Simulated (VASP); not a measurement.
A run of VASP 6.6.1:

INCAR

```
SYSTEM = Ge
  PREC = Accurate
  ENCUT = 520
  EDIFF = 1E-6
  ISMEAR = 0
  SIGMA = 0.1
  LREAL = .FALSE.
  LASPH = .TRUE.
  NELM = 80
  ALGO = Normal
  ISIF = 2
  LWAVE = .FALSE.
  LCHARG = .TRUE.
  LDIPOL = .TRUE.
  IDIPOL = 3
  DIPOL = 0.5 0.5 0.500
  GGA = PS
  LELF = .TRUE.
  LVHAR = .TRUE.
  LVACPOTAV = .TRUE.
  NBANDS = 51
  EFIELD = -0.6
```

Contents of KPOINTS:

```
regular mesh
0
G
  9 9 1
  0 0 0
```

POSCAR

```
Ge
1.0
    3.9969678637      0.0000000000      0.0000000000
   -1.9984839318      3.4614757080      0.0000000000
    0.0000000000      0.0000000000     22.4263442933
Ge
6
Direct
    0.3333333333      0.6666666667      0.3344281128
    0.6666666667      0.3333333333      0.3714372279
    0.6666666667      0.3333333333      0.4814954425
    0.3333333333      0.6666666667      0.5185045575
    0.3333333333      0.6666666667      0.6285627721
    0.6666666667      0.3333333333      0.6655718872
```

Potentials or basis: VASP PAW PBE potentials, release 64 (Ge_d).

Launch:

```sh
$ cat potpaw_PBE.64/Ge_d/POTCAR > POTCAR
$ mpirun -np 1 vasp_std > vasp.out
```

Hardware: 1 thread of Intel(R) Xeon(R) Platinum 8488C (Sapphire Rapids), with other jobs on the host.

Q: Estimate the wall time of this run.

A: Run time: 6.4 min on 1 thread of Intel(R) Xeon(R) Platinum 8488C (Sapphire Rapids), with other jobs on the host, peak memory 0.45 GiB. Counts: scf iterations 28, k points 12.
